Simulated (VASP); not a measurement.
Runs of VASP 6.6.1 on Si. The structure is that of space group Cmcm (No. 63), or close to it. The cells are those of the table. 

```tsv
cell	gap on the mesh (eV)	pressure (GPa)	largest force (eV/Å)
a = 3.986, b = 3.819, c = 6.365 Å, angles 90.0, 90.0, 122.6°, 4 atoms	none	0.4	0.61
a = 3.785, b = 3.985, c = 6.365 Å, angles 90.0, 90.0, 121.7°, 4 atoms	none	0.3	0.60
a = 3.649, b = 3.989, c = 6.365 Å, angles 90.0, 90.0, 118.4°, 4 atoms	none	(a)	0.72
a = 3.922, b = 3.953, c = 6.365 Å, angles 90.0, 90.0, 124.2°, 4 atoms	none	0.5	0.58
a = 3.718, b = 4.019, c = 6.365 Å, angles 90.0, 90.0, 120.9°, 4 atoms	none	0.6	0.80
a = 3.988, b = 3.888, c = 6.365 Å, angles 90.0, 90.0, 124.2°, 4 atoms	none	0.6	0.67
a = 3.787, b = 4.018, c = 6.365 Å, angles 90.0, 90.0, 122.6°, 4 atoms	none	0.5	0.78
a = 3.651, b = 4.054, c = 6.365 Å, angles 90.0, 90.0, 120.2°, 4 atoms	none	1.0	1.00
```

Alike in all rows: task single point; level PBE; potentials or basis VASP PAW PBE potentials, release 64 (Si); no spin polarisation; k mesh 12 × 12 × 6; cutoff (eV) 520; smearing gaussian 0.05 eV.

Task: Fill in the values left out.

Result: (a) 0.8.

Caveats: semilocal functionals underestimate gaps, so a narrow gap can read as zero; forces of over 1 eV/Å act on the atoms, so gaps and moduli don't describe the material at rest (at least some runs).

A gap of «none» marks levels without a gap at the run's occupations.
